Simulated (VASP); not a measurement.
**Cu: relaxation of cell and atoms with LDA**

Cu:

```
Cu
1.0
     0.00000    1.80750    1.80750
     1.80750    0.00000    1.80750
     1.80750    1.80750    0.00000
Cu
1
Direct
  0.00000 0.00000 0.00000
```

```json
{
  "Program": "VASP 6.6.1",
  "Task": "relaxation of cell and atoms",
  "Functional": "LDA",
  "Potentials or basis": "VASP PAW LDA potentials, release 64 (Cu_sv_GW)",
  "Cutoff": "820 eV",
  "k mesh": "10 × 10 × 10",
  "Occupations": "fermi-dirac, width 0.1 eV",
  "Spin": "no spin polarisation",
  "Dipole correction": "no",
  "Further INCAR settings": "ALGO = Normal; EDIFF = 1e-07; IBRION = 2; EDIFFG = -0.03; NSW = 80; ISIF = 3"
}
```

```yaml
Relaxed_volume: 10.90 Å³/atom
Relaxed_cell: a = 2.488 Å, b = 2.488 Å, c = 2.488 Å, α = 60.00°, β = 60.00°, γ = 60.00°
Space_group_after_relaxing_to_0.1_Å: Fm-3m (No. 225)
Energy_gained_by_relaxing: 41.5 meV/atom
Ionic_steps: 3
Pressure_after_relaxing: -0.1 GPa
Band_gap_on_the_k_mesh: zero (an odd number of electrons rules out a gap without spin polarisation)
```

The path:
```csv
step,energy change (eV),largest force (eV/Å),pressure (GPa),volume (Å³)
1,0.0000,0.0000,-13.31,11.81
2,-0.0119,0.0000,14.78,10.21
3,-0.0415,0.0000,-0.09,10.90
```

Final structure:
```
CELL_PARAMETERS angstrom
0.00000 1.75961 1.75961
1.75961 0.00000 1.75961
1.75961 1.75961 0.00000
ATOMIC_POSITIONS crystal
Cu 0.00000 0.00000 0.00000
```

Levels at points of the mesh, in eV from the Fermi level:
```tsv
k point	band 6	band 7	band 8	band 9	band 10	band 11	band 12	band 13
(0.00, 0.00, 0.00)	-3.26	-3.26	-3.26	-2.30	-2.30	23.40	26.48	26.48
(0.50, 0.00, 0.00)	-3.30	-3.30	-1.65	-1.65	-1.21	4.20	21.86	23.23
(0.50, 0.50, 0.00)	-4.86	-1.66	-1.49	-1.49	1.44	7.74	13.66	13.66
```

It took 32 s on 1 thread of AMD EPYC 7R13 Processor (Zen 3), on a shared host, peak memory 0.13 GiB.

LDA usually gives volumes a few per cent too small. Zero-point motion and thermal expansion aren't in these numbers.
